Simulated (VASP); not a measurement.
Write the native input for VASP 6.6.1 that does the following.

| Property | Result |
| --- | --- |
| Task | single point |
| Functional | r2SCAN |
| Potentials or basis | VASP PAW PBE potentials, release 64 (Ga_d, O) |
| Cutoff | 520 eV |
| k mesh | 8 × 8 × 4 |
| Occupations | gaussian, width 0.02 eV |
| Spin | no spin polarisation |
| Dipole correction | no |
| Further INCAR settings | ALGO = Normal; EDIFF = 1e-06; NBANDS = 55 |

Ga2O3:

```
CELL_PARAMETERS angstrom
6.12784 -1.51953 0.00253
6.12784 1.51953 0.00253
-1.38838 0.00000 5.63998
ATOMIC_POSITIONS crystal
Ga 0.09052 0.09052 0.79479
Ga 0.90948 0.90948 0.20521
Ga 0.65873 0.65873 0.31448
Ga 0.34127 0.34127 0.68552
O 0.16421 0.16421 0.10916
O 0.83579 0.83579 0.89084
O 0.17334 0.17334 0.56352
O 0.82666 0.82666 0.43648
O 0.49629 0.49629 0.25624
O 0.50371 0.50371 0.74376
```

One way to write it, as run:

POSCAR

```
Ga2O3
1.0
    6.1278415954     -1.5195305744      0.0025319685
    6.1278415954      1.5195305744      0.0025319685
   -1.3883847064      0.0000000000      5.6399773694
Ga O
4 6
Direct
    0.0905209730      0.0905209730      0.7947888374
    0.9094790270      0.9094790270      0.2052111626
    0.6587278755      0.6587278755      0.3144766572
    0.3412721245      0.3412721245      0.6855233428
    0.1642143312      0.1642143312      0.1091577322
    0.8357856688      0.8357856688      0.8908422678
    0.1733419984      0.1733419984      0.5635248267
    0.8266580016      0.8266580016      0.4364751733
    0.4962851435      0.4962851435      0.2562373616
    0.5037148565      0.5037148565      0.7437626384
```

INCAR.step1

```
PREC = Accurate
ENCUT = 520
ISMEAR = 0
SIGMA = 0.02
LREAL = F
LASPH = T
NELM = 60
NBANDS = 55
GGA = PE
ALGO = Normal
EDIFF = 1E-4
LWAVE = T
LCHARG = F
```

INCAR.step2

```
PREC = Accurate
ENCUT = 520
EDIFF = 1E-6
ISMEAR = 0
SIGMA = 0.02
LREAL = F
LASPH = T
NELM = 60
ALGO = Normal
ISIF = 2
LWAVE = F
LCHARG = T
METAGGA = R2SCAN
LMIXTAU = T
LELF = T
LVHAR = T
NBANDS = 55
ISTART = 1
```

KPOINTS

```
regular mesh
0
Gamma
  8 8 4
```

Potentials or basis: VASP PAW PBE potentials, release 64 (Ga_d, O).

Command:

```sh
$ cat potpaw_PBE.64/Ga_d/POTCAR potpaw_PBE.64/O/POTCAR > POTCAR
$ cp INCAR.step1 INCAR
$ mpirun -np 1 vasp_std > vasp.out
$ cp INCAR.step2 INCAR
$ mpirun -np 1 vasp_std > vasp.out
```

Results of the run:

- Pressure: 1.8 GPa
- Largest force: 0.083 eV/Å
- Band gap on the k mesh: 3.01 eV (least direct gap 3.04 eV)

Caveat: the PAW data sets were made with another functional, which shifts forces and pressure a little.

Run time: 100 min on 1 thread of Oxide Virtual Turin-like Processor, with other jobs on the host, peak memory 0.53 GiB.
